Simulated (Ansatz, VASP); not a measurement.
# Sn2P3 in VASP and in Ansatz

```xyz
5
Lattice="3.7517 0.0000 0.0000 -1.8759 3.2491 0.0000 0.0000 0.0000 8.4564" Properties=species:S:1:pos:R:3 pbc="T T T"
Sn    0.0000    2.1661    1.7064
Sn    1.8759    1.0830    6.7500
P     0.0000    0.0000    0.0000
P     0.0000    2.1661    5.1437
P     1.8759    1.0830    3.3127
```

Alike in both runs: functional r2SCAN; k mesh 6 × 6 × 4; occupations gaussian, width 0.1 eV; no spin polarisation.

Ansatz relaxed the structure, and its values are those at the end. VASP's run is a single point on that final structure, the one shown.

|  | VASP | Ansatz |
| --- | --- | --- |
| version | VASP 6.6.1 | Ansatz 0.2.0 |
| potentials or method | VASP PAW PBE potentials, release 64 (Sn_d, P), cutoff 520 eV | scalar-relativistic, plane waves, PAW |
| valence electrons in the cell | 43 | 43 |

Ansatz gave:

| Quantity | Value |
| --- | --- |
| gap on the k mesh at the Fermi level (eV) | none |
| pressure (GPa) | 0.0 |
| rms of the force components (eV/Å) | 0.005 |

Q: What did VASP give for the same quantities?

A: gap on the k mesh at the Fermi level (eV): none; pressure (GPa): -0.1; rms of the force components (eV/Å): 0.009.

VASP's potentials were made for PBE, not for r2SCAN. A gap of «none» marks a metal or a gap that the smearing closes. With one functional, cell and mesh, what is left measures potentials, basis and numerics.
